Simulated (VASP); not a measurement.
# SrCl2: single point with PBE

SrCl2:

```
Sr Cl
1.0
     0.00000    3.36828    3.53433
     3.36828    0.00000    3.53433
     3.36828    3.36828    0.00000
Sr Cl
1 2
Direct
  0.00000 0.00000 0.00000
  0.25000 0.25000 0.25000
  0.75000 0.75000 0.75000
```

This cell differs from its parent crystal: volume 26.732 Å^3 an atom, c/a of the conventional cell 1.0493.

| Property | Result |
| --- | --- |
| Program | VASP 6.6.1 |
| Task | single point |
| Functional | PBE |
| Potentials or basis | VASP PAW PBE potentials, release 64 (Sr_sv, Cl) |
| Cutoff | 520 eV |
| k mesh | 6 × 6 × 6 |
| Occupations | gaussian, width 0.05 eV |
| Spin | no spin polarisation |

```json
{
 "Pressure": "3.6 GPa",
 "Band gap on the k mesh": "5.31 eV, indirect (least direct gap 5.34 eV)"
}
```

Stress tensor (GPa, compression positive):
```
4.47 0.00 0.00
0.00 4.47 0.00
0.00 0.00 1.81
```

Levels at points of the mesh, in eV from the valence-band top:
| k point | band 9 | band 10 | band 11 | band 12 | band 13 | band 14 | band 15 | band 16 |
| --- | --- | --- | --- | --- | --- | --- | --- | --- |
| (0.00, 0.00, 0.00) | -2.35 | -0.72 | -0.34 | -0.34 | 5.31 | 5.91 | 6.12 | 8.86 |
| (0.50, 0.00, 0.00) | -1.70 | -1.54 | -1.25 | -1.22 | 6.59 | 6.67 | 7.55 | 7.81 |
| (0.50, 0.50, 0.00) | -2.13 | -0.47 | -0.47 | -0.30 | 5.34 | 6.81 | 7.63 | 7.85 |
| (0.50, 0.00, 0.50) | -2.03 | -0.82 | -0.37 | 0.00 | 5.34 | 7.20 | 7.63 | 8.09 |

Wall time 21 s on 1 thread of Intel(R) Xeon(R) 6975P-C (Granite Rapids), on a shared host, peak memory 0.22 GiB.

 A k mesh can miss the band edges.
